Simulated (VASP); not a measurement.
Write the native input for VASP 6.6.1 that does the following.

| Quantity | Value |
| --- | --- |
| Task | single point |
| Functional | r2SCAN |
| Dispersion | rVV10 |
| Potentials or basis | VASP PAW PBE potentials, release 64 (Pb_d, Se) |
| Cutoff | 520 eV |
| k mesh | 6 × 6 × 6 |
| Occupations | gaussian, width 0.05 eV |
| Spin | no spin polarisation |
| Dipole correction | no |
| Further INCAR settings | ALGO = Normal; EDIFF = 1e-06; NBANDS = 17 |

PbSe:

```
CELL_PARAMETERS angstrom
0.00000 3.06215 3.06215
3.06215 0.00000 3.06215
3.06215 3.06215 0.00000
ATOMIC_POSITIONS crystal
Pb 0.50000 0.50000 0.50000
Se 0.00000 0.00000 0.00000
```

One way to write it, as run:

POSCAR

```
PbSe
1.0
    0.0000000000      3.0621516472      3.0621516472
    3.0621516472      0.0000000000      3.0621516472
    3.0621516472      3.0621516472      0.0000000000
Pb Se
1 1
Direct
    0.5000000000      0.5000000000      0.5000000000
    0.0000000000      0.0000000000      0.0000000000
```

INCAR.step1

```
SYSTEM = PbSe
PREC = Accurate ; ENCUT = 520
ISMEAR = 0 ; SIGMA = 0.05
LREAL = .False. ; LASPH = .True.
NELM = 100 ; NBANDS = 17
GGA = PE ; ALGO = Normal
EDIFF = 1E-4 ; LWAVE = .True.
LCHARG = .False.
```

INCAR.step2

```
SYSTEM = PbSe
PREC = Accurate ; ENCUT = 520
EDIFF = 1E-6 ; ISMEAR = 0
SIGMA = 0.05 ; LREAL = .False.
LASPH = .True. ; NELM = 100
ALGO = Normal ; ISIF = 2
LWAVE = .False. ; LCHARG = .False.
METAGGA = R2SCAN ; LMIXTAU = .True.
LUSE_VDW = .True. ; IVDW_NL = 2
BPARAM = 11.95 ; CPARAM = 0.0093
NBANDS = 17 ; ISTART = 1
```

KPOINTS

```
regular mesh
0
Gamma
  6 6 6
  0 0 0
```

Potentials or basis: VASP PAW PBE potentials, release 64 (Pb_d, Se).

The run is started by

```sh
$ cat potpaw_PBE.64/Pb_d/POTCAR potpaw_PBE.64/Se/POTCAR > POTCAR
$ cp INCAR.step1 INCAR
$ mpirun -np 1 vasp_std > vasp.out
$ cp INCAR.step2 INCAR
$ mpirun -np 1 vasp_std > vasp.out
```

Results of the run:

```
Pressure               : 0.6 GPa
Band gap on the k mesh : 0.54 eV, direct
```

Caveat: the PAW data sets were made with another functional, which shifts forces and pressure a little; spin-orbit coupling is left out, which moves the levels of the heavy elements.

It took 65 s on 1 thread of Intel(R) Xeon(R) 6975P-C (Granite Rapids), on a shared host, peak memory 0.32 GiB.
